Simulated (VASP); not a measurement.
A run of VASP 6.6.1 is set up as follows.

File INCAR:

```
SYSTEM = WS2
  ALGO = Normal
  EDIFF = 1E-6
  ENCUT = 520
  GGA = PS
  ISIF = 2
  ISMEAR = 0
  LASPH = .TRUE.
  LCHARG = .FALSE.
  LREAL = .FALSE.
  LWAVE = .FALSE.
  NBANDS = 35
  NELM = 100
  PREC = Accurate
  SIGMA = 0.02
```

The input KPOINTS:

```
k-points
0
G
  12 12 4
  0 0 0
```

File POSCAR:

```
WS2
1.0
    3.1513790365      0.0000000000      0.0000000000
   -1.5756895183      2.7291743026      0.0000000000
    0.0000000000      0.0000000000     13.4110384394
W S
2 4
Direct
    0.3333333333      0.6666666667      0.2500000000
    0.6666666667      0.3333333333      0.7500000000
    0.3333333333      0.6666666667      0.6332291128
    0.6666666667      0.3333333333      0.1332291128
    0.3333333333      0.6666666667      0.8667708872
    0.6666666667      0.3333333333      0.3667708872
```

Potentials or basis: VASP PAW PBE potentials, release 64 (W_sv, S).

Run with:

```sh
$ cat potpaw_PBE.64/W_sv/POTCAR potpaw_PBE.64/S/POTCAR > POTCAR
$ mpirun -np 1 vasp_std > vasp.out
```

Estimate the band gap on the k mesh.

1.38 eV, indirect (least direct gap 1.88 eV).

Estimate the largest force.

0.023 eV/Å.

Estimate the pressure.

-0.4 GPa.

Forces on the atoms (eV/Å):
```
W    0.000  0.000  0.000
W    0.000  0.000  0.000
S    0.000  0.000 -0.023
S    0.000  0.000 -0.023
S    0.000  0.000  0.023
S    0.000  0.000  0.023
```

Caveat: the PAW data sets were made with another functional, which shifts forces and pressure a little; spin-orbit coupling is left out, which moves the levels of the heavy elements; this functional lacks dispersion, which binds the layers, so the pressure and a relaxed spacing across them are unreliable. A k mesh can miss the band edges.
